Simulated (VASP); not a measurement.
# BN (sol2) (P6_3mc) in VASP: further runs, part 2 of 2

VASP 6.6.1. Earlier steps stand in the parts before.

## (4) Relaxation of the atoms, PBEsol (strained cell)

The input, INCAR:

```
SYSTEM = BN
  PREC = Accurate
  ENCUT = 520
  EDIFF = 1E-6
  ISMEAR = 0
  SIGMA = 0.02
  LREAL = .False.
  LASPH = .True.
  NELM = 60
  ALGO = Normal
  ISIF = 2
  LWAVE = .False.
  LCHARG = .False.
  GGA = PS
  IBRION = 2
  NSW = 60
  EDIFFG = -0.002
```

The input, KPOINTS:

```
Automatic mesh
0
Gamma
  9 9 6
  0 0 0
```

The input, POSCAR:

```
BN
1.0
    2.5659661646      0.0000000000      0.0000000000
   -1.2829830823      2.2221918838      0.0000000000
    0.0000000000      0.0000000000      4.1997158974
B N
2 2
Direct
    0.3333333333      0.6666666667     -0.0005252662
    0.6666666667      0.3333333333      0.4994747338
    0.3333333333      0.6666666667      0.3745252662
    0.6666666667      0.3333333333      0.8745252662
```

The run is started by

```sh
$ cat potpaw_PBE.64/B/POTCAR potpaw_PBE.64/N/POTCAR > POTCAR
$ mpirun -np 1 vasp_std > vasp.out
```

Wall time 8.5 s (1 thread of Intel Xeon 6975P-C (Granite Rapids), shared host); peak memory 0.13 GiB.

The run converged. Its results:

* Free energy: -36.6131 eV
* Energy gained by relaxing: 0.0 meV/atom
* Ionic steps: 3
* Pressure after relaxing: -6.3 GPa
* Band gap on the k mesh: 5.03 eV, indirect (least direct gap 8.07 eV)

Stress tensor (GPa, compression positive):
```
-9.62  0.00  0.00
 0.00 -9.62  0.00
 0.00  0.00  0.24
```

Final structure:
```xyz
4
Lattice="2.5660 0.0000 0.0000 -1.2830 2.2222 0.0000 0.0000 0.0000 4.1997" Properties=species:S:1:pos:R:3 pbc="T T T"
B     0.0000    1.4815    4.1982
B     1.2830    0.7407    2.0983
N     0.0000    1.4815    1.5723
N     1.2830    0.7407    3.6721
```

Levels at points of the mesh, in eV from the valence-band top:
| k point | band 5 | band 6 | band 7 | band 8 | band 9 | band 10 | band 11 | band 12 |
| --- | --- | --- | --- | --- | --- | --- | --- | --- |
| (0.00, 0.00, 0.00) | -2.18 | -0.23 | 0.00 | 0.00 | 8.17 | 8.17 | 8.80 | 9.12 |
| (0.00, 0.00, 0.50) | -1.21 | -1.21 | -1.21 | -1.21 | 9.16 | 9.16 | 9.73 | 9.73 |

Caveat: the cell differs from its parent crystal (strained cell); the PAW data sets were made with another functional, which shifts forces and pressure a little.

## (5) Relaxation of the atoms, PBEsol (strained cell)

The input, INCAR:

```
  PREC = Accurate
  ENCUT = 520
  EDIFF = 1E-6
  ISMEAR = 0
  SIGMA = 0.02
  LREAL = F
  LASPH = T
  NELM = 100
  ALGO = Normal
  ISIF = 2
  LWAVE = F
  LCHARG = F
  GGA = PS
  IBRION = 2
  NSW = 60
  EDIFFG = -0.002
```

The input, KPOINTS:

```
regular mesh
0
Gamma
  9 9 6
```

The input, POSCAR:

```
BN
1.0
    2.5659661646      0.0000000000      0.0000000000
   -1.2829830823      2.2221918838      0.0000000000
    0.0000000000      0.0000000000      4.1975546887
B N
2 2
Direct
    0.3333333333      0.6666666667     -0.0003696468
    0.6666666667      0.3333333333      0.4996303532
    0.3333333333      0.6666666667      0.3743696468
    0.6666666667      0.3333333333      0.8743696468
```

Potentials or basis: VASP PAW PBE potentials, release 64 (B, N).

The run is started by

```sh
$ cat potpaw_PBE.64/B/POTCAR potpaw_PBE.64/N/POTCAR > POTCAR
$ mpirun -np 1 vasp_std > vasp.out
```

OUTCAR:

```text
PREC = Accurate
   ENCUT = 520
   EDIFF = 1E-6
   ISMEAR = 0
   LREAL = F
   LASPH = T
   NELM = 100
   ISIF = 2
   GGA = PS
   IBRION = 2
   NSW = 60
   EDIFFG = -0.002

 ion  position               nearest neighbor table
   1  0.333  0.667  1.000-   4 1.57   4 1.57   4 1.57   3 1.57
   2  0.667  0.333  0.500-   3 1.57   3 1.57   3 1.57   4 1.57
   3  0.333  0.667  0.374-   2 1.57   2 1.57   2 1.57   1 1.57
   4  0.667  0.333  0.874-   1 1.57   1 1.57   1 1.57   2 1.57

  LATTYP: Found a hexagonal cell.
 ALAT       =     2.5659661646
 C/A-ratio  =     1.6358573806

  Lattice vectors:

 A1 = (   2.5659661646,   0.0000000000,   0.0000000000)
 A2 = (  -1.2829830823,   2.2221918838,   0.0000000000)
 A3 = (   0.0000000000,   0.0000000000,   4.1975546887)

Analysis of symmetry for initial positions (statically):
=====================================================================
 Subroutine PRICEL returns:
 Original cell was already a primitive cell.

 Routine SETGRP: Setting up the symmetry group for a
 hexagonal supercell.

 Subroutine GETGRP returns: Found 12 space group operations
 (whereof  6 operations were pure point group operations)
[... 191 lines left out ...]
     11      16.1701      0.00000
     12      16.4598      0.00000
[... 331 lines left out ...]
 k-point    24 :       0.3333    0.3333    0.1667
  band No.  band energies     occupation
      1      -7.6306      2.00000
      2      -7.6306      2.00000
      3      -1.6998      2.00000
      4      -0.4197      2.00000
      5      -0.4197      2.00000
      6       1.6124      2.00000
      7       2.7498      2.00000
      8       2.7498      2.00000
      9      13.1340      0.00000
     10      19.2729      0.00000
     11      19.2729      0.00000
     12      20.6403      0.00000

 [... further k-points ...]

------------------------ aborting loop because EDIFF is reached ----------------------------------------

  FORCE on cell =-STRESS in cart. coord.  units (eV):
  Direction    XX          YY          ZZ          XY          YZ          ZX
  --------------------------------------------------------------------------------------
  -------------------------------------------------------------------------------------
  Total       -1.4338897     -1.4338897      0.1153015      0.0000000      0.0000000      0.0000000
  in kB      -95.9836962    -95.9836962      7.7182088      0.0000000      0.0000000      0.0000000
  external PRESSURE =     -61.4163945 kB  Pullay stress =       0.0000000 kB

 VOLUME and BASIS-vectors are now :
 -----------------------------------------------------------------------------
  energy-cutoff  :      520.00
  volume of cell :       23.93
      direct lattice vectors                 reciprocal lattice vectors
     2.565966165  0.000000000  0.000000000     0.389716752  0.225003072  0.000000000
    -1.282983082  2.222191884  0.000000000     0.000000000  0.450006144  0.000000000
     0.000000000  0.000000000  4.197554689     0.000000000  0.000000000  0.238233942

 POSITION                                       TOTAL-FORCE (eV/Angst)
 -----------------------------------------------------------------------------------
     -0.00000      1.48146      4.19600        -0.000000      0.000000     -0.000620
      1.28298      0.74073      2.09723         0.000000     -0.000000     -0.000620
     -0.00000      1.48146      1.57144        -0.000000      0.000000      0.000620
      1.28298      0.74073      3.67021         0.000000     -0.000000      0.000620
 -----------------------------------------------------------------------------------
    total drift:                               -0.000000     -0.000000     -0.000287

  FREE ENERGIE OF THE ION-ELECTRON SYSTEM (eV)
  ---------------------------------------------------
  free  energy   TOTEN  =       -36.6130333949 eV

  energy  without entropy=      -36.6130333949  energy(sigma->0) =      -36.61303339

 reached required accuracy - stopping structural energy minimisation
```

CONTCAR:

```text
BN
   1.00000000000000
     2.5659661645999998    0.0000000000000000    0.0000000000000000
    -1.2829830822999999    2.2221918837999999    0.0000000000000000
     0.0000000000000000    0.0000000000000000    4.1975546887000004
  B               N
     2     2
Direct
     0.3333333332999970    0.6666666667000030    0.9996303531999970
     0.6666666667000030    0.3333333332999970    0.4996303531999970
     0.3333333332999970    0.6666666667000030    0.3743696467999982
     0.6666666667000030    0.3333333332999970    0.8743696467999982

  0.00000000E+00  0.00000000E+00  0.00000000E+00
  0.00000000E+00  0.00000000E+00  0.00000000E+00
  0.00000000E+00  0.00000000E+00  0.00000000E+00
  0.00000000E+00  0.00000000E+00  0.00000000E+00
```

Run time: 5.1 s. Hardware: 1 thread of Intel Xeon 6975P-C (Granite Rapids), shared host; peak memory 0.13 GiB.

Results:

```
Free energy             : -36.6130 eV
Pressure after relaxing : -6.1 GPa
Band gap on the k mesh  : 5.03 eV, indirect (least direct gap 8.07 eV)
```

Stress tensor (GPa, compression positive):
```
-9.60  0.00  0.00
 0.00 -9.60  0.00
 0.00  0.00  0.77
```

Final structure:
```
B N
1.0
     2.56597    0.00000    0.00000
    -1.28298    2.22219    0.00000
     0.00000    0.00000    4.19755
B N
2 2
Direct
  0.33333 0.66667 0.99963
  0.66667 0.33333 0.49963
  0.33333 0.66667 0.37437
  0.66667 0.33333 0.87437
```

Levels at points of the mesh, in eV from the valence-band top:
```
           k point  band 5  band 6  band 7  band 8  band 9  band 10  band 11  band 12
(0.00, 0.00, 0.00)   -2.19   -0.22    0.00    0.00    8.16     8.16     8.82     9.11
(0.00, 0.00, 0.50)   -1.22   -1.22   -1.22   -1.22    9.16     9.16     9.73     9.73
```

Caveat: the cell differs from its parent crystal (strained cell); the relaxation stopped at its first step, so nothing moved; the PAW data sets were made with another functional, which shifts forces and pressure a little. A k mesh can miss the band edges.

## (6) Relaxation of the atoms, PBEsol (strained cell)

The input, INCAR:

```
SYSTEM = BN
  PREC = Accurate
  ENCUT = 520
  EDIFF = 1E-6
  ISMEAR = 0
  SIGMA = 0.02
  LREAL = .False.
  LASPH = .True.
  NELM = 100
  ALGO = Normal
  ISIF = 2
  LWAVE = .False.
  LCHARG = .False.
  GGA = PS
  IBRION = 2
  NSW = 60
  EDIFFG = -0.002
```

The input, KPOINTS:

```
Automatic mesh
0
Gamma
  9 9 6
  0 0 0
```

POSCAR, as its differences from that of step 5:

```diff
@@ -4,3 +4,3 @@
    -1.2829830823      2.2221918838      0.0000000000
-    0.0000000000      0.0000000000      4.1975546887
+    0.0000000000      0.0000000000      4.1977517949
 B N
```

Potentials or basis: VASP PAW PBE potentials, release 64 (B, N).

The run is started by

```sh
$ cat potpaw_PBE.64/B/POTCAR potpaw_PBE.64/N/POTCAR > POTCAR
$ mpirun -np 1 vasp_std > vasp.out
```

Run time: 4.9 s. Hardware: 1 thread of Intel Xeon 6975P-C (Granite Rapids), shared host; peak memory 0.13 GiB.

Results (log left out):

```yaml
Free_energy: -36.6130 eV
Pressure_after_relaxing: -6.2 GPa
Band_gap_on_the_k_mesh: 5.03 eV, indirect (least direct gap 8.07 eV)
```

Stress tensor (GPa, compression positive):
```
-9.60  0.00  0.00
 0.00 -9.60  0.00
 0.00  0.00  0.72
```

Final structure:
```
B N
1.0
     2.56597    0.00000    0.00000
    -1.28298    2.22219    0.00000
     0.00000    0.00000    4.19775
B N
2 2
Direct
  0.33333 0.66667 0.99963
  0.66667 0.33333 0.49963
  0.33333 0.66667 0.37437
  0.66667 0.33333 0.87437
```

Levels at points of the mesh, in eV from the valence-band top:
```
           k point  band 6  band 7  band 8  band 9  band 10  band 11
(0.00, 0.00, 0.00)   -0.23    0.00    0.00    8.16     8.16     8.82
(0.00, 0.00, 0.50)   -1.21   -1.21   -1.21    9.16     9.16     9.73
```

Caveat: the cell differs from its parent crystal (strained cell); the relaxation stopped at its first step, so nothing moved; the PAW data sets were made with another functional, which shifts forces and pressure a little.

## (7) Relaxation of the atoms, PBEsol (strained cell)

The input, INCAR:

```
SYSTEM = BN
ALGO = Normal ; EDIFF = 1E-6
EDIFFG = -0.002 ; ENCUT = 520
GGA = PS ; IBRION = 2
ISIF = 2 ; ISMEAR = 0
LASPH = .True. ; LCHARG = .False.
LREAL = .False. ; LWAVE = .False.
NELM = 80 ; NSW = 60
PREC = Accurate ; SIGMA = 0.02
```

The input, KPOINTS:

```
k-points
0
Gamma
  9 9 6
  0 0 0
```

The input, POSCAR:

```
BN
1.0
    2.5659661646      0.0000000000      0.0000000000
   -1.2829830823      2.2221918838      0.0000000000
    0.0000000000      0.0000000000      4.3035180269
B N
2 2
Direct
    0.3333333333      0.6666666667     -0.0004190648
    0.6666666667      0.3333333333      0.4995809352
    0.3333333333      0.6666666667      0.3744190648
    0.6666666667      0.3333333333      0.8744190648
```

Potentials or basis: VASP PAW PBE potentials, release 64 (B, N).

The run is started by

```sh
$ cat potpaw_PBE.64/B/POTCAR potpaw_PBE.64/N/POTCAR > POTCAR
$ mpirun -np 1 vasp_std > vasp.out
```

OUTCAR:

```text
SYSTEM = BN
   EDIFF = 1E-6
   EDIFFG = -0.002
   ENCUT = 520
   GGA = PS
   IBRION = 2
   ISIF = 2
   ISMEAR = 0
   LASPH = .True.
   LREAL = .False.
   NELM = 80
   NSW = 60
   PREC = Accurate

 ion  position               nearest neighbor table
   1  0.333  0.667  1.000-   4 1.58   4 1.58   4 1.58   3 1.61
   2  0.667  0.333  0.500-   3 1.58   3 1.58   3 1.58   4 1.61
   3  0.333  0.667  0.374-   2 1.58   2 1.58   2 1.58   1 1.61
   4  0.667  0.333  0.874-   1 1.58   1 1.58   1 1.58   2 1.61

  LATTYP: Found a hexagonal cell.
 ALAT       =     2.5659661646
 C/A-ratio  =     1.6771530686

  Lattice vectors:

 A1 = (   2.5659661646,   0.0000000000,   0.0000000000)
 A2 = (  -1.2829830823,   2.2221918838,   0.0000000000)
 A3 = (   0.0000000000,   0.0000000000,   4.3035180269)

[... 277 lines left out ...]
      1     -12.9447      2.00000
      2      -9.0356      2.00000
      3      -3.6243      2.00000
      4       5.1042      2.00000
      5       5.1042      2.00000
      6       6.7711      2.00000
      7       7.0571      2.00000
      8       7.0571      2.00000
      9      14.9115      0.00000
     10      15.3497      0.00000
     11      15.3497      0.00000
     12      16.3509      0.00000
[... 331 lines left out ...]
 k-point    24 :       0.3333    0.3333    0.1667
  band No.  band energies     occupation
      1      -7.7248      2.00000
      2      -7.7248      2.00000
      3      -1.7483      2.00000
      4      -0.6048      2.00000
      5      -0.6048      2.00000
      6       1.2785      2.00000
      7       2.5435      2.00000
      8       2.5435      2.00000
      9      12.7470      0.00000
     10      18.2808      0.00000
     11      18.2808      0.00000
     12      20.1599      0.00000

 [... further k-points ...]

------------------------ aborting loop because EDIFF is reached ----------------------------------------

  FORCE on cell =-STRESS in cart. coord.  units (eV):
  Direction    XX          YY          ZZ          XY          YZ          ZX
  --------------------------------------------------------------------------------------
  -------------------------------------------------------------------------------------
  Total       -1.6418804     -1.6418804     -3.5314917      0.0000000      0.0000000      0.0000000
  in kB     -107.2002946   -107.2002946   -230.5752354      0.0000000      0.0000000      0.0000000
  external PRESSURE =    -148.3252749 kB  Pullay stress =       0.0000000 kB
[... 19 lines left out ...]
  FREE ENERGIE OF THE ION-ELECTRON SYSTEM (eV)
  ---------------------------------------------------
  free  energy   TOTEN  =       -36.5707475744 eV

  energy  without entropy=      -36.5707475744  energy(sigma->0) =      -36.57074757

 reached required accuracy - stopping structural energy minimisation
```

CONTCAR:

```text
BN
   1.00000000000000
     2.5659661645999998    0.0000000000000000    0.0000000000000000
    -1.2829830822999999    2.2221918837999999    0.0000000000000000
     0.0000000000000000    0.0000000000000000    4.3035180269000000
  B               N
     2     2
Direct
     0.3333333332999970    0.6666666667000030    0.9995265143940308
     0.6666666667000030    0.3333333332999970    0.4995265143940307
     0.3333333332999970    0.6666666667000030    0.3744734856059716
     0.6666666667000030    0.3333333332999970    0.8744734856059715

  0.00000000E+00  0.00000000E+00  0.00000000E+00
  0.00000000E+00  0.00000000E+00  0.00000000E+00
  0.00000000E+00  0.00000000E+00  0.00000000E+00
  0.00000000E+00  0.00000000E+00  0.00000000E+00
```

Wall time 8.1 s (1 thread of Intel Xeon 6975P-C (Granite Rapids), shared host); peak memory 0.14 GiB.

Results:

```yaml
Free_energy: -36.5707 eV
Energy_gained_by_relaxing: 0.0 meV/atom
Ionic_steps: 3
Pressure_after_relaxing: -14.8 GPa
Band_gap_on_the_k_mesh: 5.00 eV, indirect (least direct gap 7.85 eV)
```

Final structure:
```
CELL_PARAMETERS angstrom
2.56597 0.00000 0.00000
-1.28298 2.22219 0.00000
0.00000 0.00000 4.30352
ATOMIC_POSITIONS crystal
B 0.33333 0.66667 0.99953
B 0.66667 0.33333 0.49953
N 0.33333 0.66667 0.37447
N 0.66667 0.33333 0.87447
```

Levels at points of the mesh, in eV from the valence-band top:
```tsv
k point	band 4	band 5	band 6	band 7	band 8	band 9	band 10	band 11	band 12
(0.00, 0.00, 0.00)	-1.95	-1.95	-0.29	0.00	0.00	7.85	8.29	8.29	9.29
(0.00, 0.00, 0.50)	-5.71	-1.08	-1.08	-1.08	-1.08	9.26	9.26	9.75	9.75
```

Caveat: the cell differs from its parent crystal (strained cell); the PAW data sets were made with another functional, which shifts forces and pressure a little. A k mesh can miss the band edges.

## (8) Summary

```csv
task,cell,gap on the mesh (eV),pressure (GPa)
single point,"a = 2.566, b = 2.566, c = 4.304 Å, angles 90.0, 90.0, 120.0°, 4 atoms",5.00,-14.8
relaxation of the atoms,"atoms relaxed from a = 2.566, b = 2.566, c = 4.177 Å, angles 90.0, 90.0, 120.0°, 4 atoms",5.05,-4.3
relaxation of the atoms,"atoms relaxed from a = 2.566, b = 2.566, c = 4.200 Å, angles 90.0, 90.0, 120.0°, 4 atoms",5.03,-6.3
relaxation of the atoms,"atoms relaxed from a = 2.566, b = 2.566, c = 4.198 Å, angles 90.0, 90.0, 120.0°, 4 atoms",5.03,-6.2
relaxation of the atoms,"atoms relaxed from a = 2.566, b = 2.566, c = 4.304 Å, angles 90.0, 90.0, 120.0°, 4 atoms",5.00,-14.8
```

Alike in all rows: level PBEsol; potentials or basis VASP PAW PBE potentials, release 64 (B, N); no spin polarisation; k mesh 9 × 9 × 6; cutoff (eV) 520; smearing gaussian 0.02 eV.

Caveats: the PAW data sets were made with another functional, which shifts forces and pressure a little; the relaxation stopped at its first step, so nothing moved (some runs).

Total energies depend on the potentials used, so only differences within one code and one set of settings carry meaning.
